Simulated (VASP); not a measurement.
Runs of VASP 6.6.1 on ZrS. The structure is that of space group Fm-3m (No. 225), or close to it. The cells are those of the table. 

```tsv
cell	gap on the mesh (eV)	pressure (GPa)
a = 3.714, b = 3.714, c = 3.601 Å, angles 61.0, 61.0, 58.0°, 2 atoms	none	-0.9
a = 3.629, b = 3.629, c = 3.657 Å, angles 59.7, 59.7, 60.5°, 2 atoms	none	(b)
a = 3.657, b = 3.657, c = 3.712 Å, angles 59.5, 59.5, 61.0°, 2 atoms	none	-2.0
a = 3.629, b = 3.629, c = 3.601 Å, angles 60.3, 60.3, 59.5°, 2 atoms	none	4.7
a = 3.685, b = 3.685, c = 3.657 Å, angles 60.3, 60.3, 59.5°, 2 atoms	none	-2.3
a = 3.657 Å, angles 60.0°, 2 atoms	none	(a)
a = 3.601 Å, angles 60.0°, 2 atoms	none	7.2
a = 3.685, b = 3.685, c = 3.601 Å, angles 60.8, 60.8, 58.5°, 2 atoms	none	(c)
```

Alike in all rows: task single point; level PBEsol; potentials or basis VASP PAW PBE potentials, release 64 (Zr_sv, S); no spin polarisation; k mesh 16 × 16 × 16; cutoff (eV) 520; smearing gaussian 0.15 eV.

Task: Estimate the missing entries.

Result: (a) -0.2; (b) 2.2; (c) 0.7.

Caveats: the PAW data sets were made with another functional, which shifts forces and pressure a little; the cell stands under pressure (at least some runs).

A k mesh can miss the band edges, and the runs leave out spin-orbit coupling on Zr.

A gap of «none» marks levels without a gap at the run's occupations.
